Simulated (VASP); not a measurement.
# Mo12C in VASP: single point with PBE

Aim: the single point of Mo12C with PBE.

Program: VASP 6.6.1. These are calculated values, not measurements. Logs are shortened: lines on timing, memory, paths and dates and some standing lists are left out, and cuts for length are marked.

## (1) The cell of the first run

The cell holds a slab with vacuum, 13 atoms: a = 5.474 Å, b = 5.474 Å, c = 19.808 Å, α = 90.00°, β = 90.00°, γ = 109.47°.

## (2) Single point, PBE

Contents of INCAR:

```
SYSTEM = Mo12C
ALGO     = Normal         ! electronic algorithm
DIPOL    = 0.5 0.5 0.326
EDIFF    = 1E-6           ! SCF threshold, eV
ENCUT    = 520            ! plane-wave cutoff, eV
GGA      = PE             ! functional
IDIPOL   = 3            
ISIF     = 2              ! what is computed and relaxed
ISMEAR   = 0              ! smearing method
LASPH    = .True.         ! aspherical terms in the spheres
LCHARG   = .False.        ! write CHGCAR
LDIPOL   = .True.       
LREAL    = .False.        ! projectors in reciprocal space
LWAVE    = .False.        ! write WAVECAR
NBANDS   = 98             ! bands
NELM     = 80             ! most SCF steps
PREC     = Accurate       ! precision mode
SIGMA    = 0.1            ! smearing width, eV
```

Contents of KPOINTS:

```
k-points
0
Gamma
  5 5 1
  0 0 0
```

Contents of POSCAR:

```
Mo12C
1.0
    5.4740909337      0.0000000000      0.0000000000
   -1.8246969779      5.1610224267      0.0000000000
    0.0000000000      0.0000000000     19.8082441241
Mo C
12 1
Direct
    0.2500000000      0.2500000000      0.2019361219
    0.2500000000      0.7500000000      0.2019361219
    0.7500000000      0.2500000000      0.2019361219
    0.7500000000      0.7500000000      0.2019361219
    0.0000000000      0.0000000000      0.3106875864
    0.0000000000      0.5000000000      0.3106875864
    0.5000000000      0.0000000000      0.3106875864
    0.5000000000      0.5000000000      0.3106875864
    0.2500000000      0.2500000000      0.4194336495
    0.2500000000      0.7500000000      0.4194336495
    0.7500000000      0.2500000000      0.4194336495
    0.7500000000      0.7500000000      0.4194336495
    0.3333333333      0.3333333333      0.5063799068
```

Potentials or basis: VASP PAW PBE potentials, release 64 (Mo_sv, C).

Launch:

```bash
cat potpaw_PBE.64/Mo_sv/POTCAR potpaw_PBE.64/C/POTCAR > POTCAR
mpirun -np 1 vasp_std > vasp.out
```

OUTCAR:

```text
SYSTEM = Mo12C
   EDIFF = 1E-6
   ENCUT = 520
   GGA = PE
   ISIF = 2
   ISMEAR = 0
   LASPH = .True.
   LREAL = .False.
   NELM = 80
   PREC = Accurate

 ion  position               nearest neighbor table
   1  0.250  0.250  0.202-   5 2.67   8 2.67   2 2.74   2 2.74   3 2.74   3 2.74   7 3.10   6 3.10
                             4 3.16   4 3.16
   2  0.250  0.750  0.202-   6 2.67   7 2.67   1 2.74   1 2.74   4 2.74   4 2.74   5 3.10   8 3.10
                             3 3.16   3 3.16
   3  0.750  0.250  0.202-   6 2.67   7 2.67   4 2.74   4 2.74   1 2.74   1 2.74   5 3.10   8 3.10
                             2 3.16   2 3.16
   4  0.750  0.750  0.202-   5 2.67   8 2.67   3 2.74   3 2.74   2 2.74   2 2.74   7 3.10   6 3.10
                             1 3.16   1 3.16
   5  0.000  0.000  0.311-   9 2.67  12 2.67   1 2.67   4 2.67   6 2.74   6 2.74   7 2.74   7 2.74
                            11 3.10  10 3.10   3 3.10   2 3.10   8 3.16   8 3.16
   6  0.000  0.500  0.311-  10 2.67  11 2.67   2 2.67   3 2.67   5 2.74   5 2.74   8 2.74   8 2.74
                             9 3.10  12 3.10   1 3.10   4 3.10   7 3.16   7 3.16
   7  0.500  0.000  0.311-  10 2.67  11 2.67   2 2.67   3 2.67   8 2.74   8 2.74   5 2.74   5 2.74
                             9 3.10  12 3.10   1 3.10   4 3.10   6 3.16   6 3.16
   8  0.500  0.500  0.311-   9 2.67  12 2.67   1 2.67   4 2.67   7 2.74   7 2.74   6 2.74   6 2.74
                            11 3.10  10 3.10   3 3.10   2 3.10   5 3.16   5 3.16
   9  0.250  0.250  0.419-  13 1.80   8 2.67   5 2.67  10 2.74  10 2.74  11 2.74  11 2.74   6 3.10
                             7 3.10  12 3.16  12 3.16
  10  0.250  0.750  0.419-   6 2.67   7 2.67   9 2.74   9 2.74  12 2.74  12 2.74   5 3.10   8 3.10
                            11 3.16  11 3.16
  11  0.750  0.250  0.419-   6 2.67   7 2.67  12 2.74  12 2.74   9 2.74   9 2.74   5 3.10   8 3.10
                            10 3.16  10 3.16
  12  0.750  0.750  0.419-   5 2.67   8 2.67  11 2.74  11 2.74  10 2.74  10 2.74   7 3.10   6 3.10
                             9 3.16   9 3.16
  13  0.333  0.333  0.506-   9 1.80

  LATTYP: Found a base centered orthorhombic cell.
 ALAT       =     6.3209357483
 B/A-ratio  =     1.4142135624
 C/A-ratio  =     3.1337518546

  Lattice vectors:

 A1 = (   5.4740909337,   0.0000000000,   0.0000000000)
 A2 = (  -1.8246969779,   5.1610224267,   0.0000000000)
 A3 = (   0.0000000000,   0.0000000000,  19.8082441241)

Analysis of symmetry for initial positions (statically):
=====================================================================
 Subroutine PRICEL returns:
 Original cell was already a primitive cell.

 Routine SETGRP: Setting up the symmetry group for a
 base centered orthorhombic supercell.

 Subroutine GETGRP returns: Found  2 space group operations
 (whereof  2 operations were pure point group operations)
 out of a pool of  8 trial point group operations.

The static configuration has the point symmetry C_1h.

Analysis of symmetry for dynamics (positions and initial velocities):
=====================================================================
 Subroutine PRICEL returns:
 Original cell was already a primitive cell.

 Routine SETGRP: Setting up the symmetry group for a
 base centered orthorhombic supercell.

 Subroutine GETGRP returns: Found  2 space group operations
 (whereof  2 operations were pure point group operations)
 out of a pool of  8 trial point group operations.

The dynamic configuration has the point symmetry C_1h.

 Subroutine INISYM returns: Found  2 space group operations
 (whereof  2 operations are pure point group operations),
 and found     1 'primitive' translations

----------------------------------------------------------------------------------------

                                     Primitive cell

  volume of cell :     559.6207

  direct lattice vectors                    reciprocal lattice vectors
     5.474090934  0.000000000  0.000000000     0.182678734  0.064586686  0.000000000
    -1.824696978  5.161022427  0.000000000     0.000000000  0.193760057  0.000000000
     0.000000000  0.000000000 19.808244124     0.000000000  0.000000000  0.050484030

  length of vectors
     5.474090934  5.474090934 19.808244124     0.193760057  0.193760057  0.050484030

  position of ions in fractional coordinates (direct lattice)
     0.250000000  0.250000000  0.201936122
     0.250000000  0.750000000  0.201936122
     0.750000000  0.250000000  0.201936122
     0.750000000  0.750000000  0.201936122
     0.000000000  0.000000000  0.310687586
     1.000000000  0.500000000  0.310687586
     0.500000000  0.000000000  0.310687586
[... 53 lines left out ...]
  0.400000  0.000000  0.000000      4.000000
  0.200000  0.200000  0.000000      2.000000
  0.400000  0.200000  0.000000      4.000000
 -0.400000  0.200000  0.000000      4.000000
 -0.200000  0.200000  0.000000      2.000000
  0.400000  0.400000  0.000000      2.000000
 -0.400000  0.400000  0.000000      2.000000
   k-points           NKPTS =      9   k-points in BZ     NKDIM =      9   number of bands    NBANDS=     98
   number of dos      NEDOS =    301   number of ions     NIONS =     13
   total plane-waves  NPLWV = 264600
   dimension x,y,z NGX =    42 NGY =   42 NGZ =  150
   dimension x,y,z NGXF=    84 NGYF=   84 NGZF=  300
   ions per type =              12   1
   NGX,Y,Z   is equivalent  to a cutoff of  12.76, 12.76, 12.59 a.u.
   NGXF,Y,Z  is equivalent  to a cutoff of  25.51, 25.51, 25.18 a.u.
 SYSTEM =  Mo12C
   PREC   = accura    normal or accurate (medium, high low for compatibility)
   ISTART =      0    job   : 0-new  1-cont  2-samecut
   ICHARG =      2    charge: 1-file 2-atom 10-const
   ISPIN  =      1    spin polarized calculation?
   LNONCOLLINEAR =      F non collinear calculations
   LSORBIT =      F    spin-orbit coupling
   LASPH  =      T    aspherical Exc in radial PAW
   ENCUT  =  520.0 eV  38.22 Ry    6.18 a.u.  10.18 10.18 36.83*2*pi/ulx,y,z
   NELM   =     80;   NELMIN=  2; NELMDL= -5     # of ELM steps
   EDIFF  = 0.1E-05   stopping-criterion for ELM
   LREAL  =      F    real-space projection
   EDIFFG = 0.1E-04   stopping-criterion for IOM
   NSW    =      0    number of steps for IOM
   IBRION =     -1    ionic relax: 0-MD 1-quasi-New 2-CG
   NFREE  =      0    steps in history (QN), initial steepest desc. (CG)
   ISIF   =      2    stress and relaxation
   ISYM   =      2    0-nonsym 1-usesym 2-fastsym
   POTIM  = 0.5000    time-step for ionic-motion
   TEBEG  =    0.0;   TEEND  =   0.0 temperature during run
   PSTRESS=    0.0 pullay stress
   NELECT =     172.0000    total number of electrons
   NUPDOWN=      -1.0000    fix difference up-down
   EMIN   =  10.00;   EMAX   =-10.00  energy-range for DOS
   EFERMI =   0.00;   METHOD = LEGACY
   ISMEAR =     0;   SIGMA  =   0.10  broadening in eV -4-tet -1-fermi 0-gaus
   EFERMI_NEDOS =   21; number of points for ismear=-14 and -15
   IALGO  =     38    algorithm
   IMIX   =      4    mixing-type and parameters
     AMIX     =   0.40;   BMIX     =  1.00
     AMIX_MAG =   1.60;   BMIX_MAG =  1.00
  volume/ion in A,a.u.               =      43.05       290.50
  Fermi-wavevector in a.u.,A,eV,Ry     =   1.104807  2.087782 16.607250  1.220598
  Thomas-Fermi vector in A             =   2.241285
   LORBIT       =      0    0 simple, 1 ext, 2 COOP (PROOUT), +10 PAW based schemes
   GGA     = PE    functional components
   LHFCALC =     F    Hartree Fock is set to
   AEXX    =    0.0000 exact exchange contribution
   IVDW    =     0    specifies the selected vdW correction
   LEPSILON=     F    determine dielectric tensor
   LRPA    =     F    only Hartree local field effects (RPA)
 non-spin polarized calculation
 Gauss-broadening in eV      SIGMA  =   0.10
  energy-cutoff  :      520.00
  volume of cell :      559.62
 maximum number of plane-waves:     15102
 NGX is ok and might be reduce to    42
   NGX = 21   NGY = 21   NGZ = 73

 dipolmoment           0.000000      0.000000     -0.060379 electrons x Angstroem

 number of electron     171.9999986 magnetization

 dipolmoment           0.000000      0.000000      0.160785 electrons x Angstroem

 Free energy of the ion-electron system (eV)
  ---------------------------------------------------
  ext. energy  EPLUGINS =         0.00000000
  ---------------------------------------------------
  free energy    TOTEN  =      -127.64708294 eV

  energy without entropy =     -127.57642719  energy(sigma->0) =     -127.61175507

 E-fermi :   1.0032     XC(G=0):  -5.6901

 val. band max:        0.9943656401   @ k =  -0.4000   0.4000   0.0000
 cond. band min:       1.0279834358   @ k =   0.2000   0.0000   0.0000
 fundamental gap:      0.0336177957
 Fermi energy:         1.0031803545

 k-point     1 :       0.0000    0.0000    0.0000
  band No.  band energies     occupation
      1     -60.2191      2.00000
      2     -60.0421      2.00000
      3     -60.0347      2.00000
      4     -59.9816      2.00000
      5     -59.9757      2.00000
      6     -59.9057      2.00000
[... 898 lines left out ...]
     97       1.8347      0.00000
     98       1.9322      0.00000

------------------------ aborting loop because EDIFF is reached ----------------------------------------

 vacuum level on the upper side and lower side of the slab       (xc-potential included)         0.358        -0.627

  FORCE on cell =-STRESS in cart. coord.  units (eV):
  Direction    XX          YY          ZZ          XY          YZ          ZX
  --------------------------------------------------------------------------------------
  -------------------------------------------------------------------------------------
  Total       -8.7978525     -8.5922455      3.2782860      0.2907721      1.7183612      1.2150640
  in kB      -25.1879907    -24.5993441      9.3856355      0.8324720      4.9196171      3.4786921
  external PRESSURE =     -13.4672331 kB  Pullay stress =       0.0000000 kB

 VOLUME and BASIS-vectors are now :
 -----------------------------------------------------------------------------
  energy-cutoff  :      520.00
  volume of cell :      559.62
      direct lattice vectors                 reciprocal lattice vectors
     5.474090934  0.000000000  0.000000000     0.182678734  0.064586686  0.000000000
    -1.824696978  5.161022427  0.000000000     0.000000000  0.193760057  0.000000000
     0.000000000  0.000000000 19.808244124     0.000000000  0.000000000  0.050484030

 POSITION                                       TOTAL-FORCE (eV/Angst)
 -----------------------------------------------------------------------------------
      0.91235      1.29026      4.00000         0.036775      0.052007      0.017124
      0.00000      3.87077      4.00000        -0.041811     -0.008567     -0.188314
      3.64939      1.29026      4.00000         0.005860     -0.042276     -0.188314
      2.73705      3.87077      4.00000         0.075905      0.107347      0.242285
      0.00000      0.00000      6.15418        -0.270045     -0.381902     -0.708477
     -0.91235      2.58051      6.15418        -0.162159      0.003243      0.114453
      2.73705      0.00000      6.15418         0.057110     -0.151804      0.114453
      1.82470      2.58051      6.15418         0.343472      0.485743     -0.795222
      0.91235      1.29026      8.30824        -0.552572     -0.781454      0.090370
      0.00000      3.87077      8.30824         0.093698     -0.469323      0.607427
      3.64939      1.29026      8.30824        -0.473715     -0.068102      0.607427
      2.73705      3.87077      8.30824         0.029551      0.041791      0.027030
      1.21646      1.72034     10.03050         0.857930      1.213296      0.059758
 -----------------------------------------------------------------------------------
    total drift:                               -0.000029     -0.000041      0.001084

  FREE ENERGIE OF THE ION-ELECTRON SYSTEM (eV)
  ---------------------------------------------------
  free  energy   TOTEN  =      -127.6470829431 eV

  energy  without entropy=     -127.5764271927  energy(sigma->0) =     -127.61175507

 vacuum level on the upper side and lower side of the slab         6.618         5.598
```

It took 26 min on 1 thread of Intel Xeon Platinum 8488C (Sapphire Rapids), shared host; peak memory 0.73 GiB.

Results:

```
Free energy            : -127.6471 eV
Largest force          : 1.487 eV/Å
Band gap on the k mesh : zero (bands 86 and 87 overlap by 1.51 eV)
```

Forces on the atoms (eV/Å):
```
Mo   0.037  0.052  0.017
Mo  -0.042 -0.009 -0.188
Mo   0.006 -0.042 -0.188
Mo   0.076  0.107  0.242
Mo  -0.270 -0.382 -0.708
Mo  -0.162  0.003  0.114
Mo   0.057 -0.152  0.114
Mo   0.343  0.486 -0.795
Mo  -0.553 -0.781  0.090
Mo   0.094 -0.469  0.607
Mo  -0.474 -0.068  0.607
Mo   0.030  0.042  0.027
C    0.858  1.213  0.060
```
